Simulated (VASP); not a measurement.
# VN2 (I4/mcm) in VASP: notebook, part 2 of 2

VASP 6.6.1.

## (4) Relaxation of shape and atoms at fixed volume, PBE (7.22 Å³/atom)

This run uses another cell than the first one, of 7.22 Å³/atom.

INCAR

```
  PREC = Accurate
  ENCUT = 600
  EDIFF = 1E-6
  ISMEAR = 0
  SIGMA = 0.1
  LREAL = F
  LASPH = T
  NELM = 100
  ALGO = Fast
  ISIF = 4
  LWAVE = F
  LCHARG = F
  GGA = PE
  IBRION = 2
  NSW = 50
  EDIFFG = -0.01
```

KPOINTS

```
Automatic mesh
0
Gamma
  12 12 12
```

POSCAR

```
VN2
1.0
   -2.1113414115      2.1113414115      2.4290334843
    2.1113414115     -2.1113414115      2.4290334843
    2.1113414115      2.1113414115     -2.4290334843
V N
2 4
Direct
    0.2500000000      0.2500000000      0.0000000000
    0.7500000000      0.7500000000      0.0000000000
    0.1143182245      0.6143182245      0.7286364490
    0.6143182245      0.8856817755      0.5000000000
    0.8856817755      0.3856817755      0.2713635510
    0.3856817755      0.1143182245      0.5000000000
```

Potentials or basis: VASP PAW PBE potentials, release 64 (V_sv, N).

The run is started by

```bash
cat potpaw_PBE.64/V_sv/POTCAR potpaw_PBE.64/N/POTCAR > POTCAR
mpirun -np 1 vasp_std > vasp.out
```

OUTCAR:

```text
PREC = Accurate
   ENCUT = 600
   EDIFF = 1E-6
   ISMEAR = 0
   LREAL = F
   LASPH = T
   NELM = 100
   ISIF = 4
   GGA = PE
   IBRION = 2
   NSW = 50
   EDIFFG = -0.01

 ion  position               nearest neighbor table
   1  0.250  0.250  0.000-   5 2.09   3 2.09   6 2.09   6 2.09   4 2.09   4 2.09   3 2.09   5 2.09
                             2 2.43   2 2.43
   2  0.750  0.750  0.000-   5 2.09   3 2.09   4 2.09   4 2.09   6 2.09   6 2.09   5 2.09   3 2.09
                             1 2.43   1 2.43
   3  0.114  0.614  0.729-   5 1.37   1 2.09   2 2.09   2 2.09   1 2.09
   4  0.614  0.886  0.500-   6 1.37   2 2.09   1 2.09   2 2.09   1 2.09
   5  0.886  0.386  0.271-   3 1.37   2 2.09   1 2.09   2 2.09   1 2.09
   6  0.386  0.114  0.500-   4 1.37   1 2.09   2 2.09   1 2.09   2 2.09

  LATTYP: Found a body centered tetragonal cell.
 ALAT       =     4.2226828230
 C/A-ratio  =     1.1504693040

  Lattice vectors:

 A1 = (  -2.1113414115,   2.1113414115,   2.4290334843)
 A2 = (   2.1113414115,  -2.1113414115,   2.4290334843)
 A3 = (   2.1113414115,   2.1113414115,  -2.4290334843)

Analysis of symmetry for initial positions (statically):
=====================================================================
 Subroutine PRICEL returns:
 Original cell was already a primitive cell.

 Routine SETGRP: Setting up the symmetry group for a
 body centered tetragonal supercell.

 Subroutine GETGRP returns: Found 16 space group operations
 (whereof  8 operations were pure point group operations)
 out of a pool of 16 trial point group operations.

The static configuration has the point symmetry C_4h.
 The point group associated with its full space group is D_4h.

Analysis of symmetry for dynamics (positions and initial velocities):
=====================================================================
 Subroutine PRICEL returns:
 Original cell was already a primitive cell.

[... 142 lines left out ...]
   LHFCALC =     F    Hartree Fock is set to
   AEXX    =    0.0000 exact exchange contribution
   IVDW    =     0    specifies the selected vdW correction
   LEPSILON=     F    determine dielectric tensor
   LRPA    =     F    only Hartree local field effects (RPA)
 conjugate gradient relaxation of ions
 non-spin polarized calculation
 RMM-DIIS sequential band-by-band and
 Gauss-broadening in eV      SIGMA  =   0.10
  energy-cutoff  :      600.00
  volume of cell :       43.31
 maximum number of plane-waves:      1466
   NGX = 15   NGY = 15   NGZ = 15

--------------------------------------- Ionic step        1  -------------------------------------------

 number of electron      46.0000003 magnetization

 Free energy of the ion-electron system (eV)
  ---------------------------------------------------
  ext. energy  EPLUGINS =         0.00000000
  ---------------------------------------------------
  free energy    TOTEN  =       -53.16264344 eV

  energy without entropy =      -53.15157890  energy(sigma->0) =      -53.15711117

------------------------ aborting loop because EDIFF is reached ----------------------------------------

  FORCE on cell =-STRESS in cart. coord.  units (eV):
  Direction    XX          YY          ZZ          XY          YZ          ZX
  --------------------------------------------------------------------------------------
  -------------------------------------------------------------------------------------
  Total        6.4469139      6.4469139      5.9812746      0.0000000      0.0000000      0.0000000
  in kB      238.4800344    238.4800344    221.2554101      0.0000000      0.0000000      0.0000000
  external PRESSURE =     232.7384930 kB  Pullay stress =       0.0000000 kB
[... 147 lines left out ...]
--------------------------------------- Ionic step        5  -------------------------------------------

 number of electron      46.0000003 magnetization

 Free energy of the ion-electron system (eV)
  ---------------------------------------------------
  ext. energy  EPLUGINS =         0.00000000
  ---------------------------------------------------
  free energy    TOTEN  =       -53.16580626 eV

  energy without entropy =      -53.15483231  energy(sigma->0) =      -53.16031928

 E-fermi :  12.4853     XC(G=0): -14.0330

 val. band max:       12.4835152532   @ k =  -0.2500  -0.4167   0.1667
 cond. band min:      12.4855187374   @ k =   0.5000   0.5000   0.5000
 fundamental gap:      0.0020034842
 Fermi energy:        12.4852528274

 k-point     1 :       0.0000    0.0000    0.0000
  band No.  band energies     occupation
      1     -53.1735      2.00000
      2     -52.9578      2.00000
      3     -27.3734      2.00000
      4     -27.0265      2.00000
      5     -27.0265      2.00000
      6     -27.0237      2.00000
[... 709 lines left out ...]
     26      13.5603      0.00000
     27      14.1565      0.00000

 [... further k-points ...]

------------------------ aborting loop because EDIFF is reached ----------------------------------------

  FORCE on cell =-STRESS in cart. coord.  units (eV):
  Direction    XX          YY          ZZ          XY          YZ          ZX
  --------------------------------------------------------------------------------------
  -------------------------------------------------------------------------------------
  Total        6.1469267      6.1469267      6.1316138      0.0000000     -0.0000000      0.0000000
  in kB      227.3831043    227.3831043    226.8166598      0.0000000     -0.0000000      0.0000000
  external PRESSURE =     227.1942895 kB  Pullay stress =       0.0000000 kB
[... 21 lines left out ...]
  FREE ENERGIE OF THE ION-ELECTRON SYSTEM (eV)
  ---------------------------------------------------
  free  energy   TOTEN  =       -53.1658062550 eV

  energy  without entropy=      -53.1548323085  energy(sigma->0) =      -53.16031928

 reached required accuracy - stopping structural energy minimisation
```

CONTCAR:

```text
VN2
   1.00000000000000
    -2.1128321683906313    2.1128321683906313    2.4256069736815089
     2.1128321683906313   -2.1128321683906313    2.4256069736815089
     2.1128321683906313    2.1128321683906313   -2.4256069736815089
  V               N
     2     4
Direct
     0.2500000000000000    0.2500000000000000    0.0000000000000000
     0.7500000000000000    0.7500000000000000    0.0000000000000000
     0.1151307510357244    0.6151307510357243    0.7302615020714418
     0.6151307510357243    0.8848692489642757    0.5000000000000000
     0.8848692489642757    0.3848692489642755    0.2697384979285584
     0.3848692489642755    0.1151307510357244    0.5000000000000000

  0.00000000E+00  0.00000000E+00  0.00000000E+00
  0.00000000E+00  0.00000000E+00  0.00000000E+00
  0.00000000E+00  0.00000000E+00  0.00000000E+00
  0.00000000E+00  0.00000000E+00  0.00000000E+00
  0.00000000E+00  0.00000000E+00  0.00000000E+00
  0.00000000E+00  0.00000000E+00  0.00000000E+00
```

It took 14 min on 1 thread of Oxide Virtual Turin-like, shared host; peak memory 0.3 GiB.

What came out:

```yaml
Free_energy: -53.1658 eV
Energy_gained_by_relaxing: 0.5 meV/atom
Ionic_steps: 5
Pressure_after_relaxing: 22.7 GPa
Largest_force_after_relaxing: 0.004 eV/Å
Band_gap_on_the_k_mesh: zero (bands 23 and 24 overlap by 0.42 eV)
```

Forces in eV/Å, atoms in the order of the input:
```
V    0.000  0.000  0.000
V    0.000  0.000  0.000
N    0.003  0.003  0.000
N   -0.003  0.003  0.000
N   -0.003 -0.003  0.000
N    0.003 -0.003  0.000
```

Step by step:
```
step  energy change (eV)  largest force (eV/Å)  pressure (GPa)  volume (Å³)
   1              0.0000                0.2889           23.27        43.31
   2              0.0058                0.4752           21.77        43.31
   3             -0.0031                0.0062           22.62        43.31
   4             -0.0031                0.0006           22.72        43.31
   5             -0.0032                0.0044           22.72        43.31
```

Final structure:
```
CELL_PARAMETERS angstrom
-2.11283 2.11283 2.42561
2.11283 -2.11283 2.42561
2.11283 2.11283 -2.42561
ATOMIC_POSITIONS crystal
V 0.25000 0.25000 0.00000
V 0.75000 0.75000 0.00000
N 0.11513 0.61513 0.73026
N 0.61513 0.88487 0.50000
N 0.88487 0.38487 0.26974
N 0.38487 0.11513 0.50000
```

Caveat: the run has no spin polarisation, though such a crystal can be magnetic. With open d or f shells a metallic result of PBE can be an artefact of self-interaction; +U or a hybrid may open a gap.

## (5) Relaxation of shape and atoms at fixed volume, PBE (7.45 Å³/atom)

This run uses another cell than the first one, of 7.45 Å³/atom.

INCAR

```
PREC = Accurate
ENCUT = 600
EDIFF = 1E-7
ISMEAR = 0
SIGMA = 0.1
LREAL = F
LASPH = T
NELM = 100
ALGO = Fast
ISIF = 4
LWAVE = F
LCHARG = F
GGA = PE
IBRION = 2
NSW = 50
EDIFFG = -0.01
```

KPOINTS

```
regular mesh
0
Gamma
  12 12 12
```

POSCAR

```
VN2
1.0
   -2.1315965026      2.1315965026      2.4591460144
    2.1315965026     -2.1315965026      2.4591460144
    2.1315965026      2.1315965026     -2.4591460144
V N
2 4
Direct
    0.2500000000      0.2500000000      0.0000000000
    0.7500000000      0.7500000000      0.0000000000
    0.1135731475      0.6135731475      0.7271462950
    0.6135731475      0.8864268525      0.5000000000
    0.8864268525      0.3864268525      0.2728537050
    0.3864268525      0.1135731475      0.5000000000
```

The run is started by

```bash
cat potpaw_PBE.64/V_sv/POTCAR potpaw_PBE.64/N/POTCAR > POTCAR
mpirun -np 1 vasp_std > vasp.out
```

Wall time 20 min (1 thread of Oxide Virtual Turin-like, shared host); peak memory 0.3 GiB.

Results (log left out):

| Item | Value |
| --- | --- |
| Free energy | -53.3120 eV |
| Energy gained by relaxing | 0.6 meV/atom |
| Ionic steps | 5 |
| Pressure after relaxing | 10.6 GPa |
| Largest force after relaxing | 0.005 eV/Å |
| Band gap on the k mesh | zero (bands 23 and 24 overlap by 0.41 eV) |

Forces on the atoms (eV/Å):
```
V    0.000  0.000  0.000
V    0.000  0.000  0.000
N    0.003  0.003  0.000
N   -0.003  0.003  0.000
N   -0.003 -0.003  0.000
N    0.003 -0.003  0.000
```

The path:
| step | energy change (eV) | largest force (eV/Å) | pressure (GPa) | volume (Å³) |
| --- | --- | --- | --- | --- |
| 1 | 0.0000 | 0.2967 | 11.26 | 44.69 |
| 2 | 0.0044 | 0.4357 | 9.68 | 44.69 |
| 3 | -0.0036 | 0.0078 | 10.57 | 44.69 |
| 4 | -0.0036 | 0.0021 | 10.58 | 44.69 |
| 5 | -0.0036 | 0.0046 | 10.58 | 44.69 |

Final structure:
```
CELL_PARAMETERS angstrom
-2.13346 2.13346 2.45485
2.13346 -2.13346 2.45485
2.13346 2.13346 -2.45485
ATOMIC_POSITIONS crystal
V 0.25000 0.25000 0.00000
V 0.75000 0.75000 0.00000
N 0.11446 0.61446 0.72892
N 0.61446 0.88554 0.50000
N 0.88554 0.38554 0.27108
N 0.38554 0.11446 0.50000
```

Levels at points of the mesh, in eV from the Fermi level:
| k point | band 21 | band 22 | band 23 | band 24 | band 25 | band 26 |
| --- | --- | --- | --- | --- | --- | --- |
| (0.00, 0.00, 0.00) | -2.80 | -2.68 | -2.68 | 0.78 | 0.98 | 0.98 |
| (0.50, 0.00, 0.00) | -3.27 | -3.27 | 0.15 | 0.15 | 0.77 | 0.77 |
| (0.50, 0.50, 0.00) | -2.90 | -2.72 | -1.42 | 0.00 | 0.87 | 1.14 |
| (0.50, 0.50, 0.50) | -2.16 | -0.31 | -0.24 | -0.11 | -0.04 | 0.01 |

Caveat: the run has no spin polarisation, though such a crystal can be magnetic. With open d or f shells a metallic result of PBE can be an artefact of self-interaction; +U or a hybrid may open a gap.

## (6) Overview

```tsv
cell	gap on the mesh (eV)	pressure (GPa)
relaxed from a = 3.807 Å, angles 113.4, 113.4, 101.9°, 6 atoms, atomic positions A	none	37.1
relaxed from a = 3.849 Å, angles 113.5, 113.5, 101.7°, 6 atoms, atomic positions B	none	22.7
relaxed from a = 3.890 Å, angles 113.6, 113.6, 101.6°, 6 atoms, atomic positions C	none	10.6
```

Alike in all rows: task relaxation of shape and atoms at fixed volume; level PBE; potentials or basis VASP PAW PBE potentials, release 64 (V_sv, N); no spin polarisation; k mesh 12 × 12 × 12; cutoff (eV) 600; smearing gaussian 0.1 eV.

Caveats: the run has no spin polarisation, though such a crystal can be magnetic.

Total energies depend on the potentials used, so only differences within one code and one set of settings carry meaning.

The gap in the log of VASP goes by the Fermi energy; the results here count the filled bands.